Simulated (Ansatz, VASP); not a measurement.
One calculation of KF, two programs

The input INCAR:

```
  ALGO = Normal
  EDIFF = 1E-6
  ENCUT = 520
  GGA = RP
  ISIF = 2
  ISMEAR = 0
  LASPH = True
  LCHARG = False
  LREAL = False
  LWAVE = False
  NBANDS = 15
  NELM = 80
  PREC = Accurate
  SIGMA = 0.05
```

Contents of KPOINTS:

```
k-points
0
Gamma
  8 8 8
```

Contents of POSCAR:

```
KF
1.0
    0.0000000000      2.8116861669      2.8116861669
    2.8116861669      0.0000000000      2.8116861669
    2.8116861669      2.8116861669      0.0000000000
K F
1 1
Direct
    0.0000000000      0.0000000000      0.0000000000
    0.5000000000      0.5000000000      0.5000000000
```

Input for Ansatz:

```yaml
crystal:
  lattice:
    - [0.0, 2.8116861669, 2.8116861669]
    - [2.8116861669, 0.0, 2.8116861669]
    - [2.8116861669, 2.8116861669, 0.0]
  atoms:
    - { symbol: K, position: [0.0, 0.0, 0.0] }
    - { symbol: F, position: [0.5, 0.5, 0.5] }
basis:
  ecutwfc: 420
  ecutrho_ratio: 4
kpoints:
  mp_grid: { grid: [8, 8, 8] }
hamiltonian:
  xc: rpbe
scf:
  occupations: { method: gaussian, width: 0.05 }
output:
  forces: true
  stress: true
  eigenvalues: true
```

Alike in both runs: task single point; functional RPBE; k mesh 8 × 8 × 8; occupations gaussian, width 0.05 eV; no spin polarisation.

```csv
,VASP,Ansatz
version,VASP 6.6.1,Ansatz 0.2.0
potentials or method,"VASP PAW PBE potentials, release 64 (K_sv, F), cutoff 520 eV","scalar-relativistic, plane waves, PAW"
valence electrons in the cell,16,16
```

VASP gave:

| Property | Result |
| --- | --- |
| gap on the k mesh at the Fermi level (eV) | 5.73 |
| least direct gap on the mesh (eV) | 5.73 |
| pressure (GPa) | -0.5 |

Question: Which values does Ansatz return?

Answer: gap on the k mesh at the Fermi level (eV): 5.74; least direct gap on the mesh (eV): 5.74; pressure (GPa): -0.5.

VASP's potentials were made for PBE, not for RPBE.
